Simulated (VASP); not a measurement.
Runs of VASP 6.6.1 on Lu. The structure is that of space group Fm-3m (No. 225), or close to it. The cells are those of the table. This isn't the form of Lu at room conditions, which is hcp.

```tsv
cell	k mesh	gap on the mesh (eV)	pressure (GPa)
a = 3.312 Å, angles 60.0°, 1 atom	13 × 13 × 13	none	6.8
a = 3.456 Å, angles 60.0°, 1 atom	18 × 18 × 18	none	0.3
a = 3.410 Å, angles 60.0°, 1 atom	13 × 13 × 13	none	(b)
a = 3.589 Å, angles 60.0°, 1 atom	13 × 13 × 13	none	-3.9
a = 3.362 Å, angles 60.0°, 1 atom	13 × 13 × 13	none	(a)
a = 3.546 Å, angles 60.0°, 1 atom	13 × 13 × 13	none	-2.6
a = 3.456 Å, angles 60.0°, 1 atom	13 × 13 × 13	none	0.3
a = 3.502 Å, angles 60.0°, 1 atom	13 × 13 × 13	none	-1.2
```

Alike in all rows: task single point; level r2SCAN; potentials or basis VASP PAW PBE potentials, release 64 (Lu); no spin polarisation; cutoff (eV) 660; smearing fermi-dirac 0.1 eV.

Task: Fill in the values left out.

Result: (a) 4.2; (b) 2.2.

Caveats: the PAW data sets were made with another functional, which shifts forces and pressure a little; spin-orbit coupling is left out, which moves the levels of the heavy elements; the cell stands under pressure (at least some runs); the cell stands under tension (at least some runs).

A k mesh can miss the band edges, and the runs leave out spin-orbit coupling on Lu.

A gap of «none» marks levels without a gap at the run's occupations.
